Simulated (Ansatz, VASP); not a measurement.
## One calculation of CoO, two programs

The input INCAR:

```
SYSTEM = CoO
  PREC = Accurate
  ENCUT = 600
  EDIFF = 1E-6
  ISMEAR = -1
  SIGMA = 0.1
  LREAL = .False.
  LASPH = .True.
  NELM = 200
  ALGO = Normal
  ISIF = 2
  LWAVE = .False.
  LCHARG = .True.
  ISPIN = 2
  MAGMOM = 2.59 0.29
  LORBIT = 11
  LMAXMIX = 4
  GGA = PE
  LELF = .True.
  LVHAR = .True.
  NBANDS = 18
  GGA_COMPAT = .False.
```

The input KPOINTS:

```
regular mesh
0
Gamma
  6 6 6
  0 0 0
```

POSCAR

```
CoO
1.0
    0.0000000000      2.1030000000      2.1030000000
    2.1030000000      0.0000000000      2.1030000000
    2.1030000000      2.1030000000      0.0000000000
Co O
1 1
Direct
    0.0000000000      0.0000000000      0.0000000000
    0.5000000000      0.5000000000      0.5000000000
```

Input for Ansatz:

```yaml
crystal:
  lattice:
    - [0, 2.103, 2.103]
    - [2.103, 0, 2.103]
    - [2.103, 2.103, 0]
  atoms:
    - { symbol: Co, position: [0, 0, 0] }
    - { symbol: O, position: [0.5, 0.5, 0.5] }
kpoints:
  mp_grid: { grid: [6, 6, 6], shift: [0, 0, 0] }
hamiltonian:
  xc: pbe
  pseudopotentials: { kind: paw }
magnetization:
  spin_polarized: true
scf:
  occupations: { method: fermi_dirac }
```

Alike in both runs: task single point; functional PBE; k mesh 6 × 6 × 6; collinear spin.

|  | VASP | Ansatz |
| --- | --- | --- |
| version | VASP 6.6.1 | Ansatz 0.2 development build |
| potentials or method | VASP PAW PBE potentials, release 64 (Co, O) | PAW hard, scalar-relativistic |
| plane-wave cutoff (eV) | 600 | 930 |
| occupations | fermi-dirac, width 0.1 eV | fermi-dirac |

|  | VASP | Ansatz | Ansatz less VASP |
| --- | --- | --- | --- |
| net moment per atom (μB) | 1.36 | 1.37 | +0.009 |
| size of the moment on the site where the two differ most (μB) | 2.43 | 2.36 | -0.072 |

Site moments also hang on the region over which each program counts them. Ansatz's warnings: negative dielectric reading.

The k mesh is coarse, so the values compare programs but aren't converged.
